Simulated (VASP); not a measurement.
# Pt (P2_1/m) in VASP: single point with LDA

Aim: the single point of Pt with LDA.

Everything below comes from runs of VASP 6.6.1. Logs are shortened: lines on timing, memory, paths and dates and some standing lists are left out, and cuts for length are marked.

## 1. The cell of the first run

The structure is monoclinic, space group P2_1/m (No. 11). Conventional cell: a = 2.708 Å, b = 4.677 Å, c = 2.708 Å, α = 90.00°, β = 120.00°, γ = 90.00°. Within 3.6 Å of Pt (site symmetry m) lie 12 Pt at 2.71 to 2.89 Å.

## 2. Single point, LDA (atoms displaced along a vibrational mode)

Input file INCAR:

```
PREC = Accurate
ENCUT = 520
EDIFF = 1E-6
ISMEAR = 0
SIGMA = 0.15
LREAL = False
LASPH = True
NELM = 100
ALGO = Fast
ISIF = 2
LWAVE = False
LCHARG = False
GGA = CA
NBANDS = 28
```

Input file KPOINTS:

```
Automatic mesh
0
Gamma
  18 18 6
```

Input file POSCAR:

```
Pt
1.0
    2.7082945870      0.0000000000      0.0000000000
   -1.3541472935      2.3454519133      0.0000000000
    0.0000000000      0.0000000000      9.3530207388
Pt
4
Direct
    0.6378662546      0.3333333333      0.3750000000
    0.6378662546      0.3333333333      0.8750000000
    0.3621337454      0.6666666667      0.1250000000
    0.3621337454      0.6666666667      0.6250000000
```

Potentials or basis: VASP PAW LDA potentials, release 64 (Pt).

Command:

```console
$ cat potpaw_LDA.64/Pt/POTCAR > POTCAR
$ mpirun -np 1 vasp_std > vasp.out
```

OUTCAR:

```text
PREC = Accurate
   ENCUT = 520
   EDIFF = 1E-6
   ISMEAR = 0
   LREAL = False
   LASPH = True
   NELM = 100
   ISIF = 2
   GGA = CA

 ion  position               nearest neighbor table
   1  0.638  0.333  0.375-   3 2.74   4 2.74   3 2.82   4 2.82   3 2.89   4 2.89
   2  0.638  0.333  0.875-   3 2.74   4 2.74   3 2.82   4 2.82   3 2.89   4 2.89
   3  0.362  0.667  0.125-   1 2.74   2 2.74   1 2.82   2 2.82   1 2.89   2 2.89
   4  0.362  0.667  0.625-   1 2.74   2 2.74   1 2.82   2 2.82   1 2.89   2 2.89

  LATTYP: Found a hexagonal cell.
 ALAT       =     2.7082945870
 C/A-ratio  =     3.4534724486

  Lattice vectors:

 A1 = (   2.7082945870,   0.0000000000,   0.0000000000)
 A2 = (  -1.3541472935,   2.3454519133,   0.0000000000)
 A3 = (   0.0000000000,   0.0000000000,   9.3530207388)

Analysis of symmetry for initial positions (statically):
=====================================================================
 Subroutine PRICEL returns following result:

  LATTYP: Found a hexagonal cell.
 ALAT       =     2.7082945870
 C/A-ratio  =     1.7267362243

  Lattice vectors:

 A1 = (   2.7082945870,   0.0000000000,   0.0000000000)
 A2 = (  -1.3541472935,   2.3454519133,   0.0000000000)
 A3 = (   0.0000000000,   0.0000000000,   4.6765103694)

   2 primitive cells build up your supercell.

 Routine SETGRP: Setting up the symmetry group for a
 hexagonal supercell.

 Subroutine GETGRP returns: Found  4 space group operations
 (whereof  2 operations were pure point group operations)
 out of a pool of 24 trial point group operations.

The static configuration has the point symmetry S_2 .
 The point group associated with its full space group is C_2h.

Analysis of symmetry for dynamics (positions and initial velocities):
=====================================================================
 Subroutine PRICEL returns following result:

  LATTYP: Found a hexagonal cell.
 ALAT       =     2.7082945870
 C/A-ratio  =     1.7267362243

  Lattice vectors:

 A1 = (   2.7082945870,   0.0000000000,   0.0000000000)
 A2 = (  -1.3541472935,   2.3454519133,   0.0000000000)
 A3 = (   0.0000000000,   0.0000000000,   4.6765103694)

   2 primitive cells build up your supercell.

 Routine SETGRP: Setting up the symmetry group for a
 hexagonal supercell.
[... 94 lines left out ...]
   NGX,Y,Z   is equivalent  to a cutoff of  12.28, 12.28, 12.44 a.u.
   NGXF,Y,Z  is equivalent  to a cutoff of  24.55, 24.55, 24.88 a.u.
 SYSTEM =  unknown system
   PREC   = accura    normal or accurate (medium, high low for compatibility)
   ISTART =      0    job   : 0-new  1-cont  2-samecut
   ICHARG =      2    charge: 1-file 2-atom 10-const
   ISPIN  =      1    spin polarized calculation?
   LNONCOLLINEAR =      F non collinear calculations
   LSORBIT =      F    spin-orbit coupling
   LASPH  =      T    aspherical Exc in radial PAW
   ENCUT  =  520.0 eV  38.22 Ry    6.18 a.u.   5.04  5.04 17.39*2*pi/ulx,y,z
   NELM   =    100;   NELMIN=  2; NELMDL= -5     # of ELM steps
   EDIFF  = 0.1E-05   stopping-criterion for ELM
   LREAL  =      F    real-space projection
[... 7 lines left out ...]
   TEBEG  =    0.0;   TEEND  =   0.0 temperature during run
   PSTRESS=    0.0 pullay stress
   NELECT =      40.0000    total number of electrons
   NUPDOWN=      -1.0000    fix difference up-down
   EMIN   =  10.00;   EMAX   =-10.00  energy-range for DOS
   EFERMI =   0.00;   METHOD = LEGACY
   ISMEAR =     0;   SIGMA  =   0.15  broadening in eV -4-tet -1-fermi 0-gaus
   EFERMI_NEDOS =   21; number of points for ismear=-14 and -15
   IALGO  =     68    algorithm
   IMIX   =      4    mixing-type and parameters
     AMIX     =   0.40;   BMIX     =  1.00
     AMIX_MAG =   1.60;   BMIX_MAG =  1.00
  volume/ion in A,a.u.               =      14.85       100.23
  Fermi-wavevector in a.u.,A,eV,Ry     =   1.434840  2.711454 28.011198  2.058765
  Thomas-Fermi vector in A             =   2.554204
   LORBIT       =      0    0 simple, 1 ext, 2 COOP (PROOUT), +10 PAW based schemes
   GGA     = CA    functional components
   LHFCALC =     F    Hartree Fock is set to
   AEXX    =    0.0000 exact exchange contribution
   IVDW    =     0    specifies the selected vdW correction
   LEPSILON=     F    determine dielectric tensor
   LRPA    =     F    only Hartree local field effects (RPA)
 non-spin polarized calculation
 RMM-DIIS sequential band-by-band and
 Gauss-broadening in eV      SIGMA  =   0.15
  energy-cutoff  :      520.00
  volume of cell :       59.41
 maximum number of plane-waves:      1629
   NGX = 11   NGY = 11   NGZ = 35

 number of electron      40.0000002 magnetization

 Free energy of the ion-electron system (eV)
  ---------------------------------------------------
  ext. energy  EPLUGINS =         0.00000000
  ---------------------------------------------------
  free energy    TOTEN  =       -29.80229453 eV

  energy without entropy =      -29.73118089  energy(sigma->0) =      -29.76673771

 E-fermi :  11.4154     XC(G=0): -13.7707

 val. band max:       11.4153652701   @ k =   0.0556   0.1111   0.0000
 cond. band min:      11.4155917530   @ k =  -0.1111   0.4444   0.0000
 fundamental gap:      0.0002264830
 Fermi energy:        11.4154438679

 k-point     1 :       0.0000    0.0000    0.0000
  band No.  band energies     occupation
      1       1.0187      2.00000
      2       2.8545      2.00000
      3       2.8545      2.00000
      4       3.7260      2.00000
      5       6.9725      2.00000
      6       7.0118      2.00000
[... 733 lines left out ...]
     27      19.0139      0.00000
     28      20.2464      0.00000

 [... further k-points ...]

------------------------ aborting loop because EDIFF is reached ----------------------------------------

  FORCE on cell =-STRESS in cart. coord.  units (eV):
  Direction    XX          YY          ZZ          XY          YZ          ZX
  --------------------------------------------------------------------------------------
  -------------------------------------------------------------------------------------
  Total        0.5728829      0.2481550      0.4466961     -0.2099581      0.0000000      0.0000000
  in kB       15.4490629      6.6920515     12.0461534     -5.6619864      0.0000000      0.0000000
  external PRESSURE =      11.3957560 kB  Pullay stress =       0.0000000 kB

 VOLUME and BASIS-vectors are now :
 -----------------------------------------------------------------------------
  energy-cutoff  :      520.00
  volume of cell :       59.41
      direct lattice vectors                 reciprocal lattice vectors
     2.708294587  0.000000000  0.000000000     0.369236052  0.213178534  0.000000000
    -1.354147294  2.345451913  0.000000000     0.000000000  0.426357068  0.000000000
     0.000000000  0.000000000  9.353020739     0.000000000  0.000000000  0.106917329

 POSITION                                       TOTAL-FORCE (eV/Angst)
 -----------------------------------------------------------------------------------
      1.27615      0.78182      3.50738        -0.001111     -0.085466     -0.000000
      1.27615      0.78182      8.18389        -0.001111     -0.085466     -0.000000
      0.07800      1.56363      1.16913         0.001111      0.085466      0.000000
      0.07800      1.56363      5.84564         0.001111      0.085466     -0.000000
 -----------------------------------------------------------------------------------
    total drift:                               -0.000000      0.000000      0.000000

  FREE ENERGIE OF THE ION-ELECTRON SYSTEM (eV)
  ---------------------------------------------------
  free  energy   TOTEN  =       -29.8022945340 eV

  energy  without entropy=      -29.7311808899  energy(sigma->0) =      -29.76673771
```

OSZICAR:

```text
N       E                     dE             d eps       ncg     rms          rms(c)
DAV:   1     0.242785617339E+03    0.24279E+03   -0.20786E+04 36736   0.139E+03
DAV:   2    -0.241713233676E+02   -0.26696E+03   -0.25560E+03 40792   0.311E+02
DAV:   3    -0.314861075656E+02   -0.73148E+01   -0.71630E+01 42036   0.500E+01
[... 11 lines left out ...]
RMM:  15    -0.298023447806E+02    0.17048E-04   -0.31162E-06 25561   0.120E-02    0.257E-01
RMM:  16    -0.298023060243E+02    0.38756E-04   -0.28334E-05 40591   0.346E-02    0.119E-01
RMM:  17    -0.298022959924E+02    0.10032E-04   -0.12117E-05 39230   0.224E-02    0.430E-02
RMM:  18    -0.298022946219E+02    0.13705E-05   -0.32074E-06 24761   0.109E-02    0.127E-02
RMM:  19    -0.298022945340E+02    0.87858E-07   -0.64250E-07 20051   0.462E-03
   1 F= -.29802295E+02 E0= -.29766738E+02  d E =-.711136E-01
```

stdout:

```text
POSCAR found type information on POSCAR Pt
 POSCAR found :  1 types and       4 ions
 scaLAPACK will be used
 LDA part: xc-table for (Slater(with rela. corr.)+CA(PZ))
 , standard interpolation
 POSCAR, INCAR and KPOINTS ok, starting setup
 FFT: planning ... GRIDC
 FFT: planning ... GRID_SOFT
 FFT: planning ... GRID
 WAVECAR not read
 entering main loop
WARNING in EDDRMM: call to ZHEGV failed, returncode =   8  4     28
WARNING in EDDRMM: call to ZHEGV failed, returncode =   8  4     27
```

Run time: 28 min. Hardware: 1 thread of Intel Xeon 8259CL, shared host; peak memory 0.79 GiB.

What came out:

```
Free energy            : -29.8023 eV
Pressure               : 1.1 GPa
Largest force          : 0.085 eV/Å
Band gap on the k mesh : zero (bands 20 and 21 overlap by 1.46 eV)
```

Forces in eV/Å, atoms in the order of the input:
```
Pt  -0.001 -0.085  0.000
Pt  -0.001 -0.085  0.000
Pt   0.001  0.085  0.000
Pt   0.001  0.085  0.000
```

Levels at points of the mesh, in eV from the Fermi level:
```
           k point  band 18  band 19  band 20  band 21  band 22  band 23
(0.00, 0.00, 0.00)    -1.01    -1.01    -0.97    -0.79    -0.79    -0.59
(0.50, 0.00, 0.00)     0.45     0.45     0.46     2.04     2.09     2.09
(0.00, 0.50, 0.00)     0.44     0.44     0.53     1.68     1.68     2.37
(0.50, 0.50, 0.00)     0.43     0.43     0.60     1.27     1.27     2.71
(0.00, 0.00, 0.50)    -1.90    -1.32    -1.32    -0.58    -0.58    -0.23
(0.50, 0.00, 0.50)     0.43     0.46     0.46     0.93     0.93     3.72
(0.00, 0.50, 0.50)     0.37     0.51     0.51     1.35     1.35     3.40
(0.50, 0.50, 0.50)     0.31     0.55     0.55     1.76     1.76     3.06
```

Caveat: the cell differs from its parent crystal (atoms displaced along a vibrational mode); spin-orbit coupling is left out, which moves the levels of the heavy elements.
